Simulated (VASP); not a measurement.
# Zn (C2/m) in VASP: a series of runs, part 2 of 3

VASP 6.6.1. The steps go on from the part before.

### 4 Electric field gradients, LDA (shortest bond scaled by 0.7)

Contents of INCAR:

```
  PREC = Accurate
  ENCUT = 520
  EDIFF = 1E-8
  ISMEAR = -1
  SIGMA = 0.05
  LREAL = F
  LASPH = T
  NELM = 100
  ALGO = Normal
  ISIF = 2
  LWAVE = F
  LCHARG = F
  GGA = CA
  LEFG = T
  NBANDS = 19
```

Contents of KPOINTS:

```
regular mesh
0
Gamma
  12 12 7
```

Contents of POSCAR:

```
Zn
1.0
    2.7850770257      0.0000000000      0.0000000000
   -1.3925385129      2.4119474558      0.0000000000
    0.0000000000      0.0000000000      4.5118247817
Zn
2
Direct
    0.2333333333      0.6166666667      0.1750000000
    0.7666666667      0.3833333333      0.8250000000
```

Potentials or basis: VASP PAW LDA potentials, release 64 (Zn).

Command:

```sh
cat potpaw_LDA.64/Zn/POTCAR > POTCAR
mpirun -np 1 vasp_std > vasp.out
```

OUTCAR:

```text
PREC = Accurate
   ENCUT = 520
   EDIFF = 1E-8
   ISMEAR = -1
   LREAL = F
   LASPH = T
   NELM = 100
   ISIF = 2
   GGA = CA

 ion  position               nearest neighbor table
   1  0.233  0.617  0.175-   2 1.94   2 2.47   2 2.47
   2  0.767  0.383  0.825-   1 1.94   1 2.47   1 2.47

  LATTYP: Found a hexagonal cell.
 ALAT       =     2.7850770257
 C/A-ratio  =     1.6200000000

  Lattice vectors:

 A1 = (   2.7850770257,   0.0000000000,   0.0000000000)
 A2 = (  -1.3925385129,   2.4119474558,   0.0000000000)
 A3 = (   0.0000000000,   0.0000000000,   4.5118247817)

[... 738 lines left out ...]
  ---------------------------------------------------
  free  energy   TOTEN  =        -1.9391057378 eV

  energy  without entropy=       -1.9362913724  energy(sigma->0) =       -1.93769856

 Electric field gradients (V/A^2)
---------------------------------------------------------------------
 ion       V_xx      V_yy      V_zz      V_xy      V_xz      V_yz
---------------------------------------------------------------------
   1      -8.749    16.400    -7.652   -21.776   -19.428   -11.217
   2      -8.749    16.400    -7.652   -21.776   -19.428   -11.217
---------------------------------------------------------------------

 Electric field gradients after diagonalization (V/A^2)
 (convention: |V_zz| > |V_xx| > |V_yy|)
----------------------------------------------------------------------
 ion       V_xx      V_yy      V_zz     asymmetry (V_yy - V_xx)/ V_zz
----------------------------------------------------------------------
   1      28.972     8.965   -37.937       0.527
   2      28.972     8.965   -37.937       0.527
----------------------------------------------------------------------

           NMR quadrupolar parameters

 Cq : quadrupolar parameter    Cq=e*Q*V_zz/h
 eta: asymmetry parameters     (V_yy - V_xx)/ V_zz
 Q  : nuclear electric quadrupole moment in mb (millibarn)
----------------------------------------------------------------------
 ion       Cq(MHz)       eta       Q (mb)
----------------------------------------------------------------------
   1      -0.092       0.527       1.000
   2      -0.092       0.527       1.000
----------------------------------------------------------------------
```

OSZICAR:

```text
N       E                     dE             d eps       ncg     rms          rms(c)
DAV:   1     0.117404288437E+03    0.11740E+03   -0.12450E+04 10790   0.201E+03
DAV:   2     0.367636321532E+01   -0.11373E+03   -0.11015E+03 10603   0.302E+02
DAV:   3    -0.226610440762E+01   -0.59425E+01   -0.59167E+01 11641   0.758E+01
DAV:   4    -0.230777678080E+01   -0.41672E-01   -0.41663E-01 11473   0.656E+00
DAV:   5    -0.230784089093E+01   -0.64110E-04   -0.64110E-04 11359   0.237E-01    0.755E+00
DAV:   6    -0.199151079426E+01    0.31633E+00   -0.81258E-01 12222   0.194E+01    0.476E+00
DAV:   7    -0.194828041910E+01    0.43230E-01   -0.86643E-02 11231   0.321E+00    0.175E+00
DAV:   8    -0.193975536485E+01    0.85251E-02   -0.57817E-03 13154   0.108E+00    0.233E-01
DAV:   9    -0.193909712000E+01    0.65824E-03   -0.18006E-03 11768   0.313E-01    0.270E-02
DAV:  10    -0.193910610074E+01   -0.89807E-05   -0.98018E-05 11092   0.971E-02    0.113E-02
DAV:  11    -0.193910578210E+01    0.31864E-06   -0.39219E-06 13650   0.401E-02    0.248E-03
DAV:  12    -0.193910573823E+01    0.43869E-07   -0.93048E-07 12361   0.140E-02    0.119E-03
DAV:  13    -0.193910573776E+01    0.47066E-09   -0.23782E-08 10103   0.134E-03
   1 F= -.19391057E+01 E0= -.19376986E+01  d E =-.281437E-02
```

stdout:

```text
POSCAR found type information on POSCAR Zn
 POSCAR found :  1 types and       2 ions
 scaLAPACK will be used
 LDA part: xc-table for (Slater(with rela. corr.)+CA(PZ))
 , standard interpolation
 POSCAR, INCAR and KPOINTS ok, starting setup
 FFT: planning ... GRIDC
 FFT: planning ... GRID_SOFT
 FFT: planning ... GRID
 WAVECAR not read
 entering main loop
ion   1
     0.0000468    -0.7231464    -0.0071598     0.1341046    -0.0124011    -0.4175087
     0.0000645    -0.7231463    -0.0071598     0.1341046    -0.0124011    -0.4175087
     0.0000888    -0.7231463    -0.0071597     0.1341046    -0.0124010    -0.4175087
     0.0001223    -0.7231462    -0.0071597     0.1341046    -0.0124010    -0.4175087

     0.0000468    20.9874794    11.6964459     7.8313972    20.2588386    12.1171269
     0.0000645    20.9870304    11.6962238     7.8312347    20.2584539    12.1168676
     0.0000888    20.9862933    11.6958618     7.8309700    20.2578269    12.1164421
     0.0001223    20.9850896    11.6952750     7.8305413    20.2568105    12.1157471

ion   2
     0.0000468    -0.7231464    -0.0071598     0.1341046    -0.0124011    -0.4175087
     0.0000645    -0.7231463    -0.0071598     0.1341046    -0.0124011    -0.4175087
     0.0000888    -0.7231463    -0.0071597     0.1341046    -0.0124010    -0.4175087
     0.0001223    -0.7231462    -0.0071597     0.1341046    -0.0124010    -0.4175087

     0.0000468    20.9874794    11.6964459     7.8313972    20.2588386    12.1171269
     0.0000645    20.9870304    11.6962238     7.8312347    20.2584539    12.1168676
     0.0000888    20.9862933    11.6958618     7.8309700    20.2578269    12.1164421
     0.0001223    20.9850896    11.6952750     7.8305413    20.2568105    12.1157471
```

Run time: 55 s. Hardware: 1 thread of Intel Xeon Platinum 8559C (Emerald Rapids), shared host; peak memory 0.23 GiB.

What came out:

| Quantity | Value |
| --- | --- |
| Free energy | -1.9391 eV |
| Pressure | 20.7 GPa |
| Largest force | 7.359 eV/Å |
| Band gap on the k mesh | zero (bands 12 and 13 overlap by 3.24 eV) |
| Largest electric field gradient by atom | Zn -37.9 V/Å² |

Forces in eV/Å, atoms in the order of the input:
```
Zn   3.052  1.762  6.460
Zn  -3.052 -1.762 -6.460
```

Stress tensor (GPa, compression positive):
```
14.72  7.58 25.10
 7.58  5.96 14.49
25.10 14.49 41.30
```

Levels at points of the mesh, in eV from the Fermi level:
| k point | band 10 | band 11 | band 12 | band 13 | band 14 | band 15 |
| --- | --- | --- | --- | --- | --- | --- |
| (0.00, 0.00, 0.00) | -7.38 | -7.04 | -2.00 | -1.66 | 13.93 | 14.99 |
| (0.50, 0.00, 0.00) | -7.28 | -3.54 | -3.43 | 3.45 | 3.73 | 6.39 |
| (0.00, 0.50, 0.00) | -7.07 | -3.74 | -3.11 | 3.09 | 4.51 | 4.89 |

Electric field gradients, principal values (V/Å²):
```tsv
atom	least	middle	greatest (by size)
1 Zn	8.965	28.972	-37.937
2 Zn	8.965	28.972	-37.937
```

Caveat: the cell differs from its parent crystal (shortest bond scaled by 0.7); the stress differs along the axes, from 6 to 41 GPa; without QUAD_EFG the Cq values of the log hold for a quadrupole moment of 1 mb, not for the nuclei; forces of over 1 eV/Å act on the atoms, so gaps and moduli don't describe the material at rest.

### 5 Electric field gradients, LDA (shortest bond scaled by 0.64)

Contents of INCAR:

```
SYSTEM = Zn
ALGO = Normal
EDIFF = 1E-8
ENCUT = 520
GGA = CA
ISIF = 2
ISMEAR = -1
LASPH = .True.
LCHARG = .False.
LEFG = .True.
LREAL = .False.
LWAVE = .False.
NBANDS = 19
NELM = 60
PREC = Accurate
SIGMA = 0.05
```

Contents of KPOINTS:

```
k-points
0
Gamma
  12 12 7
  0 0 0
```

Contents of POSCAR:

```
Zn
1.0
    2.7850770257      0.0000000000      0.0000000000
   -1.3925385129      2.4119474558      0.0000000000
    0.0000000000      0.0000000000      4.5118247817
Zn
2
Direct
    0.2133333333      0.6066666667      0.1600000000
    0.7866666667      0.3933333333      0.8400000000
```

Potentials or basis: VASP PAW LDA potentials, release 64 (Zn).

Command:

```sh
cat potpaw_LDA.64/Zn/POTCAR > POTCAR
mpirun -np 1 vasp_std > vasp.out
```

OUTCAR:

```text
SYSTEM = Zn
   EDIFF = 1E-8
   ENCUT = 520
   GGA = CA
   ISIF = 2
   ISMEAR = -1
   LASPH = .True.
   LREAL = .False.
   NELM = 60
   PREC = Accurate

 ion  position               nearest neighbor table
   1  0.213  0.607  0.160-   2 1.77   2 2.44   2 2.44
   2  0.787  0.393  0.840-   1 1.77   1 2.44   1 2.44

  LATTYP: Found a hexagonal cell.
 ALAT       =     2.7850770257
 C/A-ratio  =     1.6200000000

  Lattice vectors:

 A1 = (   2.7850770257,   0.0000000000,   0.0000000000)
 A2 = (  -1.3925385129,   2.4119474558,   0.0000000000)
 A3 = (   0.0000000000,   0.0000000000,   4.5118247817)

Analysis of symmetry for initial positions (statically):
=====================================================================
 Subroutine PRICEL returns:
 Original cell was already a primitive cell.

 Routine SETGRP: Setting up the symmetry group for a
 hexagonal supercell.

 Subroutine GETGRP returns: Found  4 space group operations
 (whereof  4 operations were pure point group operations)
 out of a pool of 24 trial point group operations.

The static configuration has the point symmetry C_2h.

Analysis of symmetry for dynamics (positions and initial velocities):
=====================================================================
 Subroutine PRICEL returns:
 Original cell was already a primitive cell.

 Routine SETGRP: Setting up the symmetry group for a
 hexagonal supercell.

 Subroutine GETGRP returns: Found  4 space group operations
 (whereof  4 operations were pure point group operations)
 out of a pool of 24 trial point group operations.

The dynamic configuration has the point symmetry C_2h.
[... 146 lines left out ...]

 E-fermi :   2.9652     XC(G=0): -11.6411

 val. band max:        2.9576498135   @ k =  -0.0833   0.4167   0.1429
 cond. band min:       3.0163908697   @ k =   0.3333   0.0833   0.0000
 fundamental gap:      0.0587410562
 Fermi energy:         2.9651530271

 k-point     1 :       0.0000    0.0000    0.0000
  band No.  band energies     occupation
      1      -8.4104      2.00000
      2      -7.2439      2.00000
      3      -7.2423      2.00000
      4      -6.5473      2.00000
      5      -5.9509      2.00000
      6      -5.4651      2.00000
[... 505 lines left out ...]
      6      -5.1828      2.00000
[... 11 lines left out ...]
     18      15.3403      0.00000
     19      18.9081      0.00000

 [... further k-points ...]
[... 5 lines left out ...]
  --------------------------------------------------------------------------------------
  -------------------------------------------------------------------------------------
  Total        6.1980535      2.6606127     15.4222667      3.0635136      5.2852042      9.1542422
  in kB      327.6488333    140.6484550    815.2700956    161.9470781    279.3927146    483.9223771
  external PRESSURE =     427.8557946 kB  Pullay stress =       0.0000000 kB

 VOLUME and BASIS-vectors are now :
 -----------------------------------------------------------------------------
  energy-cutoff  :      520.00
  volume of cell :       30.31
      direct lattice vectors                 reciprocal lattice vectors
     2.785077026  0.000000000  0.000000000     0.359056497  0.207301365  0.000000000
    -1.392538513  2.411947456  0.000000000     0.000000000  0.414602730  0.000000000
     0.000000000  0.000000000  4.511824782     0.000000000  0.000000000  0.221639813

 POSITION                                       TOTAL-FORCE (eV/Angst)
 -----------------------------------------------------------------------------------
     -0.25066      1.46325      0.72189         6.366281      3.675574     12.094585
      1.64320      0.94870      3.78993        -6.366281     -3.675574    -12.094585
 -----------------------------------------------------------------------------------
    total drift:                                0.000000      0.000000     -0.000000

  FREE ENERGIE OF THE ION-ELECTRON SYSTEM (eV)
  ---------------------------------------------------
  free  energy   TOTEN  =        -0.2184290638 eV

  energy  without entropy=       -0.2148508823  energy(sigma->0) =       -0.21663997

 Electric field gradients (V/A^2)
---------------------------------------------------------------------
 ion       V_xx      V_yy      V_zz      V_xy      V_xz      V_yz
---------------------------------------------------------------------
   1      -9.038    24.156   -15.117   -28.750   -29.883   -17.253
   2      -9.038    24.156   -15.117   -28.750   -29.883   -17.253
---------------------------------------------------------------------

 Electric field gradients after diagonalization (V/A^2)
 (convention: |V_zz| > |V_xx| > |V_yy|)
----------------------------------------------------------------------
 ion       V_xx      V_yy      V_zz     asymmetry (V_yy - V_xx)/ V_zz
----------------------------------------------------------------------
   1      40.755    14.527   -55.282       0.474
   2      40.755    14.527   -55.282       0.474
----------------------------------------------------------------------

           NMR quadrupolar parameters

 Cq : quadrupolar parameter    Cq=e*Q*V_zz/h
 eta: asymmetry parameters     (V_yy - V_xx)/ V_zz
 Q  : nuclear electric quadrupole moment in mb (millibarn)
----------------------------------------------------------------------
 ion       Cq(MHz)       eta       Q (mb)
----------------------------------------------------------------------
   1      -0.134       0.474       1.000
   2      -0.134       0.474       1.000
----------------------------------------------------------------------
```

It took 55 s on 1 thread of Intel Xeon Platinum 8559C (Emerald Rapids), shared host; peak memory 0.24 GiB.

Results:

| Property | Result |
| --- | --- |
| Free energy | -0.2184 eV |
| Pressure | 42.8 GPa |
| Largest force | 14.153 eV/Å |
| Band gap on the k mesh | zero (bands 12 and 13 overlap by 3.07 eV) |
| Largest electric field gradient by atom | Zn -55.3 V/Å² |

Forces in eV/Å, atoms in the order of the input:
```
Zn    6.366   3.676  12.095
Zn   -6.366  -3.676 -12.095
```

Levels at points of the mesh, in eV from the Fermi level:
| k point | band 9 | band 10 | band 11 | band 12 | band 13 | band 14 | band 15 | band 16 |
| --- | --- | --- | --- | --- | --- | --- | --- | --- |
| (0.00, 0.00, 0.00) | -7.57 | -7.39 | -7.08 | -1.81 | -1.64 | 13.98 | 14.56 | 15.49 |
| (0.50, 0.00, 0.00) | -7.73 | -7.35 | -3.80 | -3.51 | 3.32 | 3.72 | 6.61 | 7.27 |
| (0.00, 0.50, 0.00) | -7.50 | -7.11 | -3.95 | -3.22 | 3.26 | 4.34 | 5.25 | 7.59 |

Electric field gradients, principal values (V/Å²):
```tsv
atom	least	middle	greatest (by size)
1 Zn	14.527	40.755	-55.282
2 Zn	14.527	40.755	-55.282
```

Caveat: the cell differs from its parent crystal (shortest bond scaled by 0.64); the stress differs along the axes, from 14 to 82 GPa; without QUAD_EFG the Cq values of the log hold for a quadrupole moment of 1 mb, not for the nuclei; forces of over 1 eV/Å act on the atoms, so gaps and moduli don't describe the material at rest.

(Continued in part 3 of 3.)

The gap in the log of VASP goes by the Fermi energy; the results here count the filled bands.